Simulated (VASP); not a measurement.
# LiCuAs2 (P4/nmm) in VASP: single point with r2SCAN

Aim: the single point of LiCuAs2 with r2SCAN.

Everything below comes from runs of VASP 6.6.1. Logs are shortened: lines on timing, memory, paths and dates and some standing lists are left out, and cuts for length are marked.

### 1 The cell of the first run

It takes space group P4/nmm (No. 129, tetragonal). Conventional cell: a = 3.680 Å, b = 3.680 Å, c = 9.332 Å, α = 90.00°, β = 90.00°, γ = 90.00°. Cu (site symmetry -4m2) has 4 As at 2.40 Å and 4 Cu at 2.60 Å and 4 Li at 3.07 Å within 3.2 Å. Within 3.7 Å of Li (site symmetry 4mm) lie 8 As at 2.76 to 2.87 Å and 4 Cu at 3.07 Å and 4 Li at 3.68 Å. As (site symmetry -4m2) has 4 As at 2.60 Å and 4 Li at 2.87 Å within 3.4 Å. As (site symmetry 4mm) has 4 Cu at 2.40 Å and 4 Li at 2.76 Å within 3.2 Å.

### 2 Single point, r2SCAN

POSCAR reads:

```
LiCuAs2
1.0
    3.6797790000      0.0000000000      0.0000000000
    0.0000000000      3.6797790000      0.0000000000
    0.0000000000      0.0000000000      9.3316220000
Cu Li As
2 2 4
Direct
    0.7500000000      0.2500000000      0.5000000000
    0.2500000000      0.7500000000      0.5000000000
    0.2500000000      0.2500000000      0.2362400000
    0.7500000000      0.7500000000      0.7637600000
    0.7500000000      0.2500000000      0.0000000000
    0.2500000000      0.7500000000      0.0000000000
    0.7500000000      0.7500000000      0.3348400000
    0.2500000000      0.2500000000      0.6651600000
```

INCAR.step1 reads:

```
  PREC = Accurate
  ENCUT = 520
  ISMEAR = -1
  SIGMA = 0.0102
  LREAL = F
  LASPH = T
  NELM = 100
  NBANDS = 34
  GGA = PE
  ALGO = Normal
  EDIFF = 1E-4
  LWAVE = T
  LCHARG = F
```

INCAR.step2 reads:

```
  PREC = Accurate
  ENCUT = 520
  EDIFF = 1E-6
  ISMEAR = -1
  SIGMA = 0.0102
  LREAL = F
  LASPH = T
  NELM = 100
  ALGO = Normal
  ISIF = 2
  LWAVE = F
  LCHARG = F
  METAGGA = R2SCAN
  LMIXTAU = T
  NBANDS = 34
  ISTART = 1
```

KPOINTS reads:

```
regular mesh
0
Gamma
  9 9 4
```

Potentials or basis: VASP PAW PBE potentials, release 64 (Cu, Li_sv, As).

The run is started by

```
$ cat potpaw_PBE.64/Cu/POTCAR potpaw_PBE.64/Li_sv/POTCAR potpaw_PBE.64/As/POTCAR > POTCAR
$ cp INCAR.step1 INCAR
$ mpirun -np 1 vasp_std > vasp.out
$ cp INCAR.step2 INCAR
$ mpirun -np 1 vasp_std > vasp.out
```

OUTCAR:

```text
PREC = Accurate
   ENCUT = 520
   EDIFF = 1E-6
   ISMEAR = -1
   LREAL = F
   LASPH = T
   NELM = 100
   ISIF = 2
   METAGGA = R2SCAN
   ISTART = 1

 ion  position               nearest neighbor table
   1  0.750  0.250  0.500-   7 2.40   8 2.40   7 2.40   8 2.40   2 2.60   2 2.60   2 2.60   2 2.60

   2  0.250  0.750  0.500-   7 2.40   8 2.40   8 2.40   7 2.40   1 2.60   1 2.60   1 2.60   1 2.60

   3  0.250  0.250  0.236-   7 2.76   7 2.76   7 2.76   7 2.76
   4  0.750  0.750  0.764-   8 2.76   8 2.76   8 2.76   8 2.76
   5  0.750  0.250  0.000-   6 2.60   6 2.60   6 2.60   6 2.60
   6  0.250  0.750  0.000-   5 2.60   5 2.60   5 2.60   5 2.60
   7  0.750  0.750  0.335-   1 2.40   2 2.40   1 2.40   2 2.40   3 2.76   3 2.76   3 2.76   3 2.76

   8  0.250  0.250  0.665-   1 2.40   2 2.40   2 2.40   1 2.40   4 2.76   4 2.76   4 2.76   4 2.76

  LATTYP: Found a simple tetragonal cell.
 ALAT       =     3.6797790000
 C/A-ratio  =     2.5359191408

  Lattice vectors:

 A1 = (   3.6797790000,   0.0000000000,   0.0000000000)
 A2 = (   0.0000000000,   3.6797790000,   0.0000000000)
 A3 = (   0.0000000000,   0.0000000000,   9.3316220000)

Analysis of symmetry for initial positions (statically):
=====================================================================
 Subroutine PRICEL returns:
 Original cell was already a primitive cell.

 Routine SETGRP: Setting up the symmetry group for a
 simple tetragonal supercell.

 Subroutine GETGRP returns: Found 16 space group operations
 (whereof  4 operations were pure point group operations)
 out of a pool of 16 trial point group operations.

The static configuration has the point symmetry C_2h.
 The point group associated with its full space group is D_4h.

Analysis of symmetry for dynamics (positions and initial velocities):
=====================================================================
 Subroutine PRICEL returns:
 Original cell was already a primitive cell.

 Routine SETGRP: Setting up the symmetry group for a
 simple tetragonal supercell.

 Subroutine GETGRP returns: Found 16 space group operations
 (whereof  4 operations were pure point group operations)
 out of a pool of 16 trial point group operations.

The dynamic configuration has the point symmetry C_2h.
 The point group associated with its full space group is D_4h.

 Subroutine INISYM returns: Found 16 space group operations
 (whereof  4 operations are pure point group operations),
 and found     1 'primitive' translations

----------------------------------------------------------------------------------------

                                     Primitive cell

  volume of cell :     126.3574

  direct lattice vectors                    reciprocal lattice vectors
     3.679779000  0.000000000  0.000000000     0.271755451  0.000000000  0.000000000
     0.000000000  3.679779000  0.000000000     0.000000000  0.271755451  0.000000000
     0.000000000  0.000000000  9.331622000     0.000000000  0.000000000  0.107162506

  length of vectors
     3.679779000  3.679779000  9.331622000     0.271755451  0.271755451  0.107162506

  position of ions in fractional coordinates (direct lattice)
     0.750000000  0.250000000  0.500000000
     0.250000000  0.750000000  0.500000000
     0.250000000  0.250000000  0.236240000
     0.750000000  0.750000000  0.763760000
     0.750000000  0.250000000  0.000000000
     0.250000000  0.750000000  0.000000000
     0.750000000  0.750000000  0.334840000
     0.250000000  0.250000000  0.665160000

  ion indices of the primitive-cell ions
   primitive index   ion index
                 1           1
                 2           2
                 3           3
                 4           4
                 5           5
                 6           6
                 7           7
                 8           8

----------------------------------------------------------------------------------------

 KPOINTS: regular mesh

Automatic generation of k-mesh.
 Grid dimensions read from file:
 generate k-points for:    9    9    4

 Generating k-lattice:

  Cartesian coordinates                     Fractional coordinates (reciprocal lattice)
     0.030195050  0.000000000  0.000000000     0.111111111  0.000000000  0.000000000
     0.000000000  0.030195050  0.000000000     0.000000000  0.111111111  0.000000000
     0.000000000  0.000000000  0.026790627     0.000000000  0.000000000  0.250000000

  Length of vectors
     0.030195050  0.030195050  0.026790627

  Shift w.r.t. Gamma in fractional coordinates (k-lattice)
     0.000000000  0.000000000  0.000000000

 Subroutine IBZKPT returns following result:
 ===========================================

 Found     45 irreducible k-points:

 Following reciprocal coordinates:
            Coordinates               Weight
  0.000000  0.000000  0.000000      1.000000
  0.111111  0.000000  0.000000      4.000000
  0.222222  0.000000  0.000000      4.000000
  0.333333  0.000000  0.000000      4.000000
  0.444444  0.000000  0.000000      4.000000
  0.111111  0.111111  0.000000      4.000000
[... 16 lines left out ...]
  0.333333  0.111111  0.250000     16.000000
  0.444444  0.111111  0.250000     16.000000
 [... further k-points ...]
   k-points           NKPTS =     45   k-points in BZ     NKDIM =     45   number of bands    NBANDS=     34
   number of dos      NEDOS =    301   number of ions     NIONS =      8
   total plane-waves  NPLWV =  54880
   dimension x,y,z NGX =    28 NGY =   28 NGZ =   70
   dimension x,y,z NGXF=    56 NGYF=   56 NGZF=  140
   ions per type =               2   2   4
   NGX,Y,Z   is equivalent  to a cutoff of  12.65, 12.65, 12.47 a.u.
   NGXF,Y,Z  is equivalent  to a cutoff of  25.30, 25.30, 24.94 a.u.
 SYSTEM =  unknown system
   PREC   = accura    normal or accurate (medium, high low for compatibility)
   ISTART =      1    job   : 0-new  1-cont  2-samecut
   ICHARG =      0    charge: 1-file 2-atom 10-const
   ISPIN  =      1    spin polarized calculation?
   LNONCOLLINEAR =      F non collinear calculations
   LSORBIT =      F    spin-orbit coupling
   LASPH  =      T    aspherical Exc in radial PAW
   ENCUT  =  520.0 eV  38.22 Ry    6.18 a.u.   6.84  6.84 17.35*2*pi/ulx,y,z
   NELM   =    100;   NELMIN=  2; NELMDL=  0     # of ELM steps
   EDIFF  = 0.1E-05   stopping-criterion for ELM
   LREAL  =      F    real-space projection
   EDIFFG = 0.1E-04   stopping-criterion for IOM
   NSW    =      0    number of steps for IOM
   IBRION =     -1    ionic relax: 0-MD 1-quasi-New 2-CG
   NFREE  =      0    steps in history (QN), initial steepest desc. (CG)
   ISIF   =      2    stress and relaxation
   ISYM   =      2    0-nonsym 1-usesym 2-fastsym
   POTIM  = 0.5000    time-step for ionic-motion
   TEBEG  =    0.0;   TEEND  =   0.0 temperature during run
   PSTRESS=    0.0 pullay stress
   NELECT =      48.0000    total number of electrons
   NUPDOWN=      -1.0000    fix difference up-down
   EMIN   =  10.00;   EMAX   =-10.00  energy-range for DOS
   EFERMI =   0.00;   METHOD = LEGACY
   ISMEAR =    -1;   SIGMA  =   0.01  broadening in eV -4-tet -1-fermi 0-gaus
   EFERMI_NEDOS =   21; number of points for ismear=-14 and -15
   IALGO  =     38    algorithm
   IMIX   =      4    mixing-type and parameters
     AMIX     =   0.40;   BMIX     =  1.00
     AMIX_MAG =   1.60;   BMIX_MAG =  1.00
  volume/ion in A,a.u.               =      15.79       106.59
  Fermi-wavevector in a.u.,A,eV,Ry     =   1.185646  2.240546 19.126477  1.405756
  Thomas-Fermi vector in A             =   2.321835
   LORBIT       =      0    0 simple, 1 ext, 2 COOP (PROOUT), +10 PAW based schemes
   METAGGA = R2SCAN    functional components
   LHFCALC =     F    Hartree Fock is set to
   AEXX    =    0.0000 exact exchange contribution
   IVDW    =     0    specifies the selected vdW correction
   LEPSILON=     F    determine dielectric tensor
   LRPA    =     F    only Hartree local field effects (RPA)
 non-spin polarized calculation
  energy-cutoff  :      520.00
  volume of cell :      126.36
 maximum number of plane-waves:      3428
 NGX is ok and might be reduce to    28
   NGX = 13   NGY = 13   NGZ = 35

 number of electron      48.0000038 magnetization

 Free energy of the ion-electron system (eV)
  ---------------------------------------------------
  ext. energy  EPLUGINS =         0.00000000
  ---------------------------------------------------
  free energy    TOTEN  =       -86.49205367 eV

  energy without entropy =      -86.49002325  energy(sigma->0) =      -86.49103846

 E-fermi :   5.3805     XC(G=0): -10.9957

 val. band max:        5.3716473026   @ k =   0.2222   0.0000   0.5000
 cond. band min:       5.3870925505   @ k =   0.4444   0.0000   0.2500
 fundamental gap:      0.0154452479
 Fermi energy:         5.3805365368

 k-point     1 :       0.0000    0.0000    0.0000
  band No.  band energies     occupation
      1     -42.6025      2.00000
      2     -42.6024      2.00000
      3      -9.4688      2.00000
      4      -7.6967      2.00000
      5      -6.4824      2.00000
      6      -0.6990      2.00000
[... 26 lines left out ...]
     33      11.7669      0.00000
     34      12.2576      0.00000

 k-point     2 :       0.1111    0.0000    0.0000
  band No.  band energies     occupation
      1     -42.6024      2.00000
      2     -42.6023      2.00000
      3      -9.3349      2.00000
      4      -7.5969      2.00000
      5      -6.4349      2.00000
      6      -1.6046      2.00000
[... 26 lines left out ...]
     33      11.5740      0.00000
     34      11.7722      0.00000

 k-point     3 :       0.2222    0.0000    0.0000
  band No.  band energies     occupation
      1     -42.6022      2.00000
      2     -42.6021      2.00000
      3      -8.9345      2.00000
      4      -7.3132      2.00000
      5      -6.3215      2.00000
      6      -3.1574      2.00000
[... 26 lines left out ...]
     33      11.9808      0.00000
     34      12.6421      0.00000
[... 704 lines left out ...]
 k-point    23 :       0.3333    0.1111    0.2500
  band No.  band energies     occupation
      1     -42.6018      2.00000
      2     -42.6018      2.00000
      3      -8.1376      2.00000
      4      -6.8619      2.00000
      5      -6.1144      2.00000
      6      -4.6397      2.00000
[... 26 lines left out ...]
     33      11.9624      0.00000
     34      12.1894      0.00000

 k-point    24 :       0.4444    0.1111    0.2500
  band No.  band energies     occupation
      1     -42.6017      2.00000
      2     -42.6017      2.00000
      3      -7.2449      2.00000
      4      -6.5023      2.00000
      5      -6.2012      2.00000
      6      -5.8670      2.00000
[... 26 lines left out ...]
     33      11.8831      0.00000
     34      12.0748      0.00000

 [... further k-points ...]
[... 5 lines left out ...]
  --------------------------------------------------------------------------------------
  -------------------------------------------------------------------------------------
  Total        4.6507915      4.6507915      2.4018446      0.0000000     -0.0000000      0.0000000
  in kB       58.9707756     58.9707756     30.4547390      0.0000000     -0.0000000      0.0000000
  external PRESSURE =      49.4654301 kB  Pullay stress =       0.0000000 kB

 VOLUME and BASIS-vectors are now :
 -----------------------------------------------------------------------------
  energy-cutoff  :      520.00
  volume of cell :      126.36
      direct lattice vectors                 reciprocal lattice vectors
     3.679779000  0.000000000  0.000000000     0.271755451  0.000000000  0.000000000
     0.000000000  3.679779000  0.000000000     0.000000000  0.271755451  0.000000000
     0.000000000  0.000000000  9.331622000     0.000000000  0.000000000  0.107162506

 POSITION                                       TOTAL-FORCE (eV/Angst)
 -----------------------------------------------------------------------------------
      2.75983      0.91994      4.66581         0.000000      0.000000     -0.000000
      0.91994      2.75983      4.66581         0.000000      0.000000     -0.000000
      0.91994      0.91994      2.20450         0.000000     -0.000000      0.135426
      2.75983      2.75983      7.12712        -0.000000     -0.000000     -0.135426
      2.75983      0.91994      0.00000         0.000000     -0.000000     -0.000000
      0.91994      2.75983      0.00000         0.000000     -0.000000     -0.000000
      2.75983      2.75983      3.12460         0.000000     -0.000000     -0.323006
      0.91994      0.91994      6.20702        -0.000000      0.000000      0.323006
 -----------------------------------------------------------------------------------
    total drift:                                0.000000      0.000000      0.000000

  FREE ENERGIE OF THE ION-ELECTRON SYSTEM (eV)
  ---------------------------------------------------
  free  energy   TOTEN  =       -86.4920536732 eV

  energy  without entropy=      -86.4900232531  energy(sigma->0) =      -86.49103846
```

Wall time 11 min (1 thread of Intel Xeon Platinum 8259CL at 2.50GHz (Skylake/Cascade Lake), shared host); peak memory 0.35 GiB.

Results:

```
Free energy            : -86.4921 eV
Largest force          : 0.323 eV/Å
Band gap on the k mesh : zero (bands 24 and 25 overlap by 2.43 eV)
```

Forces on the atoms (eV/Å):
```
Cu   0.000  0.000  0.000
Cu   0.000  0.000  0.000
Li   0.000  0.000  0.135
Li   0.000  0.000 -0.135
As   0.000  0.000  0.000
As   0.000  0.000  0.000
As   0.000  0.000 -0.323
As   0.000  0.000  0.323
```

Levels at points of the mesh, in eV from the Fermi level:
```csv
k point,band 21,band 22,band 23,band 24,band 25,band 26,band 27,band 28
"(0.00, 0.00, 0.00)",-1.28,-1.28,0.75,1.14,1.14,2.05,3.96,4.07
"(0.00, 0.00, 0.50)",-1.37,-1.37,-0.57,1.31,1.31,2.07,3.85,4.11
```

Caveat: the cutoff is under 1.25 times the usual one of these potentials, so pressure, stress and relaxed cells hold a basis-set (Pulay) error; the PAW data sets were made with another functional, which shifts forces and pressure a little.
